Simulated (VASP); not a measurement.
# Hg (I4_1/amd) in VASP: further runs

The runs below take Hg through relaxation of shape and atoms at fixed volume, single point, with PBE.

All numbers are computed with VASP 6.6.1; they aren't measurements. Logs are shortened: lines on timing, memory, paths and dates and some standing lists are left out, and cuts for length are marked.

## 1. The cell of the first run

Symmetry: I4_1/amd, No. 141, tetragonal system. The conventional cell has a = 5.697 Å, b = 5.697 Å, c = 3.034 Å, α = 90.00°, β = 90.00°, γ = 90.00°. Hg (site symmetry -4m2) has 10 Hg at 2.95 to 3.65 Å within 3.9 Å.

## 2. Relaxation of shape and atoms at fixed volume, PBE

Input file INCAR:

```
SYSTEM = Hg
  PREC = Accurate
  ENCUT = 600
  EDIFF = 1E-7
  ISMEAR = -1
  SIGMA = 0.1
  LREAL = .FALSE.
  LASPH = .TRUE.
  NELM = 100
  ALGO = Normal
  ISIF = 4
  LWAVE = .FALSE.
  LCHARG = .FALSE.
  GGA = PE
  IBRION = 2
  NSW = 50
  EDIFFG = -0.005
```

Input file KPOINTS:

```
regular mesh
0
G
  14 14 14
  0 0 0
```

Input file POSCAR:

```
Hg
1.0
   -2.8485413883      2.8485413883      1.5168545098
    2.8485413883     -2.8485413883      1.5168545098
    2.8485413883      2.8485413883     -1.5168545098
Hg
2
Direct
   -0.3750000000     -0.1250000000     -0.2500000000
    0.3750000000      0.1250000000      0.2500000000
```

Potentials or basis: VASP PAW PBE potentials, release 64 (Hg).

Run with:

```
cat potpaw_PBE.64/Hg/POTCAR > POTCAR
mpirun -np 1 vasp_std > vasp.out
```

OUTCAR:

```text
SYSTEM = Hg
   PREC = Accurate
   ENCUT = 600
   EDIFF = 1E-7
   ISMEAR = -1
   LREAL = .FALSE.
   LASPH = .TRUE.
   NELM = 100
   ISIF = 4
   GGA = PE
   IBRION = 2
   NSW = 50
   EDIFFG = -0.005

 ion  position               nearest neighbor table
   1  0.625  0.875  0.750-   2 2.95   2 2.95   2 2.95   2 2.95   2 3.65   2 3.65   2 3.65   2 3.65

   2  0.375  0.125  0.250-   1 2.95   1 2.95   1 2.95   1 2.95   1 3.65   1 3.65   1 3.65   1 3.65

  LATTYP: Found a body centered tetragonal cell.
 ALAT       =     5.6970827766
 C/A-ratio  =     0.5325021838

  Lattice vectors:

 A1 = (  -2.8485413883,   2.8485413883,   1.5168545098)
 A2 = (   2.8485413883,  -2.8485413883,   1.5168545098)
 A3 = (   2.8485413883,   2.8485413883,  -1.5168545098)

Analysis of symmetry for initial positions (statically):
=====================================================================
 Subroutine PRICEL returns:
 Original cell was already a primitive cell.

 Routine SETGRP: Setting up the symmetry group for a
 body centered tetragonal supercell.

 Subroutine GETGRP returns: Found 16 space group operations
 (whereof  4 operations were pure point group operations)
 out of a pool of 16 trial point group operations.

The static configuration has the point symmetry C_2h.
 The point group associated with its full space group is D_4h.

Analysis of symmetry for dynamics (positions and initial velocities):
=====================================================================
 Subroutine PRICEL returns:
 Original cell was already a primitive cell.

 Routine SETGRP: Setting up the symmetry group for a
 body centered tetragonal supercell.

 Subroutine GETGRP returns: Found 16 space group operations
 (whereof  4 operations were pure point group operations)
 out of a pool of 16 trial point group operations.

The dynamic configuration has the point symmetry C_2h.
 The point group associated with its full space group is D_4h.

 Subroutine INISYM returns: Found 16 space group operations
 (whereof  4 operations are pure point group operations),
 and found     1 'primitive' translations

----------------------------------------------------------------------------------------

                                     Primitive cell

  volume of cell :      49.2322

  direct lattice vectors                    reciprocal lattice vectors
    -2.848541388  2.848541388  1.516854510     0.000000000  0.175528431  0.329629504
     2.848541388 -2.848541388  1.516854510     0.175528431  0.000000000  0.329629504
[... 98 lines left out ...]
   EMIN   =  10.00;   EMAX   =-10.00  energy-range for DOS
   EFERMI =   0.00;   METHOD = LEGACY
   ISMEAR =    -1;   SIGMA  =   0.10  broadening in eV -4-tet -1-fermi 0-gaus
   EFERMI_NEDOS =   21; number of points for ismear=-14 and -15
   IALGO  =     38    algorithm
   IMIX   =      4    mixing-type and parameters
     AMIX     =   0.40;   BMIX     =  1.00
     AMIX_MAG =   1.60;   BMIX_MAG =  1.00
  volume/ion in A,a.u.               =      24.62       166.12
  Fermi-wavevector in a.u.,A,eV,Ry     =   1.288434  2.434788 22.586525  1.660063
  Thomas-Fermi vector in A             =   2.420388
   LORBIT       =      0    0 simple, 1 ext, 2 COOP (PROOUT), +10 PAW based schemes
   GGA     = PE    functional components
   LHFCALC =     F    Hartree Fock is set to
   AEXX    =    0.0000 exact exchange contribution
   IVDW    =     0    specifies the selected vdW correction
   LEPSILON=     F    determine dielectric tensor
   LRPA    =     F    only Hartree local field effects (RPA)
 conjugate gradient relaxation of ions
 non-spin polarized calculation
  energy-cutoff  :      600.00
  volume of cell :       49.23
 maximum number of plane-waves:      1668
   NGX = 17   NGY = 17   NGZ = 17

--------------------------------------- Ionic step        1  -------------------------------------------

 number of electron      23.9999996 magnetization

 Free energy of the ion-electron system (eV)
  ---------------------------------------------------
  ext. energy  EPLUGINS =         0.00000000
  ---------------------------------------------------
  free energy    TOTEN  =        -0.22167737 eV

  energy without entropy =       -0.20208673  energy(sigma->0) =       -0.21188205

------------------------ aborting loop because EDIFF is reached ----------------------------------------

  FORCE on cell =-STRESS in cart. coord.  units (eV):
  Direction    XX          YY          ZZ          XY          YZ          ZX
  --------------------------------------------------------------------------------------
  -------------------------------------------------------------------------------------
  Total        1.7629521      1.7629521      1.6187711      0.0000000     -0.0000000     -0.0000000
  in kB       57.3722794     57.3722794     52.6801558      0.0000000     -0.0000000     -0.0000000
  external PRESSURE =      55.8082382 kB  Pullay stress =       0.0000000 kB
[... 59 lines left out ...]
--------------------------------------- Ionic step        3  -------------------------------------------

 number of electron      23.9999997 magnetization

 Free energy of the ion-electron system (eV)
  ---------------------------------------------------
  ext. energy  EPLUGINS =         0.00000000
  ---------------------------------------------------
  free energy    TOTEN  =        -0.22214930 eV

  energy without entropy =       -0.20289122  energy(sigma->0) =       -0.21252026

 E-fermi :   2.5318     XC(G=0): -10.5752

 val. band max:        2.5300063148   @ k =   0.3571   0.2143   0.0000
 cond. band min:       2.5566654032   @ k =  -0.4286   0.4286   0.2857
 fundamental gap:      0.0266590884
 Fermi energy:         2.5318128430

 k-point     1 :       0.0000    0.0000    0.0000
  band No.  band energies     occupation
      1      -6.3943      2.00000
      2      -5.5388      2.00000
      3      -5.4346      2.00000
      4      -5.3234      2.00000
      5      -5.1767      2.00000
      6      -3.8544      2.00000
[... 433 lines left out ...]
      3      -4.9044      2.00000
      4      -4.7371      2.00000
      5      -4.5218      2.00000
      6      -4.4409      2.00000
[... 8 lines left out ...]
     15       7.6524      0.00000
     16       9.6317      0.00000

 [... further k-points ...]

------------------------ aborting loop because EDIFF is reached ----------------------------------------

  FORCE on cell =-STRESS in cart. coord.  units (eV):
  Direction    XX          YY          ZZ          XY          YZ          ZX
  --------------------------------------------------------------------------------------
  -------------------------------------------------------------------------------------
  Total        1.7014284      1.7014284      1.7078906      0.0000000     -0.0000000     -0.0000000
  in kB       55.3700940     55.3700940     55.5803970      0.0000000     -0.0000000     -0.0000000
  external PRESSURE =      55.4401950 kB  Pullay stress =       0.0000000 kB
[... 17 lines left out ...]
  FREE ENERGIE OF THE ION-ELECTRON SYSTEM (eV)
  ---------------------------------------------------
  free  energy   TOTEN  =        -0.2221492986 eV

  energy  without entropy=       -0.2028912191  energy(sigma->0) =       -0.21252026

 reached required accuracy - stopping structural energy minimisation
```

OSZICAR:

```text
N       E                     dE             d eps       ncg     rms          rms(c)
DAV:   1     0.186795479585E+03    0.18680E+03   -0.13722E+04  7808   0.162E+03
DAV:   2     0.367125122968E+01   -0.18312E+03   -0.17707E+03  7976   0.371E+02
DAV:   3    -0.293611084080E+00   -0.39649E+01   -0.39546E+01  9856   0.626E+01
[... 22 lines left out ...]
DAV:   3    -0.222116279399E+00    0.18616E-02   -0.34388E-03  8608   0.557E-01    0.502E-02
DAV:   4    -0.222148262699E+00   -0.31983E-04   -0.31416E-04  8640   0.213E-01    0.418E-02
DAV:   5    -0.222149158493E+00   -0.89579E-06   -0.67868E-07  9856   0.748E-03    0.143E-02
DAV:   6    -0.222149287137E+00   -0.12864E-06   -0.23144E-07  7576   0.398E-03    0.226E-03
DAV:   7    -0.222149298641E+00   -0.11504E-07   -0.12107E-08  4424   0.110E-03
   3 F= -.22214930E+00 E0= -.21252026E+00  d E =-.471929E-03
```

CONTCAR:

```text
Hg
   1.00000000000000
    -2.8581531321808309    2.8581531321808309    1.5066695397668293
     2.8581531321808309   -2.8581531321808309    1.5066695397668293
     2.8581531321808309    2.8581531321808309   -1.5066695397668293
  Hg
     2
Direct
     0.6250000000000000    0.8750000000000000    0.7500000000000000
     0.3750000000000000    0.1250000000000000    0.2500000000000000

  0.00000000E+00  0.00000000E+00  0.00000000E+00
  0.00000000E+00  0.00000000E+00  0.00000000E+00
```

It took 3.1 min on 1 thread of Intel Xeon 6975P-C (Granite Rapids), shared host; peak memory 0.36 GiB.

Results:

* Free energy: -0.2221 eV
* Energy gained by relaxing: 0.2 meV/atom
* Ionic steps: 3
* Pressure after relaxing: 5.5 GPa
* Band gap on the k mesh: zero (bands 12 and 13 overlap by 4.53 eV)

Step by step:
```csv
step,energy change (eV),largest force (eV/Å),pressure (GPa),volume (Å³)
1,0.0000,0.0000,5.58,49.23
2,-0.0003,0.0000,5.57,49.23
3,-0.0005,0.0000,5.54,49.23
```

Final structure:
```cif
data_structure
_symmetry_space_group_name_H-M 'P 1'
_symmetry_Int_Tables_number 1
_cell_length_a 4.3137
_cell_length_b 4.3137
_cell_length_c 4.3137
_cell_angle_alpha 97.007
_cell_angle_beta 97.007
_cell_angle_gamma 139.114
_cell_volume 49.23
loop_
_atom_site_label
_atom_site_type_symbol
_atom_site_fract_x
_atom_site_fract_y
_atom_site_fract_z
_atom_site_occupancy
Hg1 Hg 0.62500 0.87500 0.75000 1
Hg2 Hg 0.37500 0.12500 0.25000 1
```

Levels at points of the mesh, in eV from the Fermi level:
```tsv
k point	band 10	band 11	band 12	band 13	band 14	band 15
(0.00, 0.00, 0.00)	-5.94	-5.44	1.57	1.74	1.74	7.95
(0.50, 0.00, 0.00)	-5.69	-1.91	-1.74	2.41	2.74	3.44
(0.50, 0.50, 0.00)	-6.11	-5.51	-5.51	5.76	5.76	6.38
(0.50, 0.50, 0.50)	-6.30	-2.55	-2.55	-1.95	-1.95	11.34
```

Caveat: spin-orbit coupling is left out, which moves the levels of the heavy elements.

## 3. Single point, PBE

This run uses another cell than the first one, of 11.58 Å³/atom.

Input file INCAR:

```
SYSTEM = Hg
  PREC = Accurate
  ENCUT = 520
  EDIFF = 1E-6
  ISMEAR = -1
  SIGMA = 0.1
  LREAL = .FALSE.
  LASPH = .TRUE.
  NELM = 80
  ALGO = Normal
  ISIF = 2
  LWAVE = .FALSE.
  LCHARG = .FALSE.
  GGA = PE
  NBANDS = 19
```

KPOINTS is that of step 2.

Input file POSCAR:

```
Hg
1.0
   -2.2339560455      2.2339560455      1.1605953146
    2.2339560455     -2.2339560455      1.1605953146
    2.2339560455      2.2339560455     -1.1605953146
Hg
2
Direct
   -0.3750000000     -0.1250000000     -0.2500000000
    0.3750000000      0.1250000000      0.2500000000
```

Potentials or basis: VASP PAW PBE potentials, release 64 (Hg).

Run with:

```
cat potpaw_PBE.64/Hg/POTCAR > POTCAR
mpirun -np 1 vasp_std > vasp.out
```

It took 43 s on 1 thread of Intel Xeon 6975P-C (Granite Rapids), shared host; peak memory 0.22 GiB.

The run converged. Its results:

```
Free energy            : 14.0769 eV
Pressure               : 374.1 GPa
Band gap on the k mesh : zero (bands 12 and 13 overlap by 6.82 eV)
```

Stress tensor (GPa, compression positive):
```
373.71   0.00   0.00
  0.00 373.71   0.00
  0.00   0.00 374.77
```

Levels at points of the mesh, in eV from the Fermi level:
```tsv
k point	band 9	band 10	band 11	band 12	band 13	band 14	band 15	band 16
(0.00, 0.00, 0.00)	-10.08	-8.23	-6.50	-0.92	-0.92	7.97	10.91	13.11
(0.50, 0.00, 0.00)	-8.93	-8.50	-4.35	-0.32	1.79	3.01	7.71	10.29
(0.50, 0.50, 0.00)	-9.25	-9.25	-8.91	-8.91	7.76	7.76	9.49	9.49
(0.50, 0.50, 0.50)	-9.79	-9.79	-8.39	-8.39	-1.23	-1.23	16.17	16.17
```

Caveat: the cell stands under pressure; spin-orbit coupling is left out, which moves the levels of the heavy elements.
